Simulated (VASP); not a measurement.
Set up this calculation in VASP 6.6.1, as the native input.

```
Task                   : single point
Functional             : PBE
Potentials or basis    : VASP PAW PBE potentials, release 64 (Er_3, Be), 4f in core
Cutoff                 : 600 eV
k mesh                 : 7 × 7 × 5
Occupations            : gaussian, width 0.2 eV
Spin                   : no spin polarisation
Dipole correction      : no
Mended                 : yes
Further INCAR settings : ALGO = Normal; EDIFF = 1e-06; NBANDS = 12
```

The structure of ErBe lies in POSCAR:

```
ErBe
1.0
    3.0052134799      0.0000000028      0.0000000000
   -1.5026067424      2.6025912160      0.0000000000
    0.0000000000      0.0000000000      5.6872280804
Er Be
1 1
Direct
    0.0000000000      0.0000000000      0.0000000000
    0.0000000000      0.0000000000      0.5000000000
```

The cell was built from a structure type or drawn by symmetry, and may not be a known phase.

The input as run:

INCAR

```
SYSTEM = ErBe
PREC = Accurate
ENCUT = 600
EDIFF = 1E-6
ISMEAR = 0
SIGMA = 0.2
LREAL = .False.
LASPH = .True.
NELM = 200
ALGO = Normal
ISIF = 2
LWAVE = .False.
LCHARG = .True.
GGA = PE
LELF = .True.
LVHAR = .True.
NBANDS = 12
GGA_COMPAT = .False.
LMAXMIX = 6
```

KPOINTS

```
Automatic mesh
0
Gamma
  7 7 5
  0 0 0
```

Potentials or basis: VASP PAW PBE potentials, release 64 (Er_3, Be), 4f in core.

Command:

```bash
$ cat potpaw_PBE.64/Er_3/POTCAR potpaw_PBE.64/Be/POTCAR > POTCAR
$ mpirun -np 1 vasp_std > vasp.out
```

Results of the run:

The pressure is 0.6 GPa and the band gap on the k mesh is zero (an odd number of electrons rules out a gap without spin polarisation).

Caveat: spin-orbit coupling is left out, which moves the levels of the heavy elements; the 4f electrons are frozen in the core, so they carry no moment and show no levels.

Wall time 28 s on 1 thread of AMD EPYC 7R43 64-Core Processor (Zen 3), with other jobs on the host, peak memory 0.15 GiB.
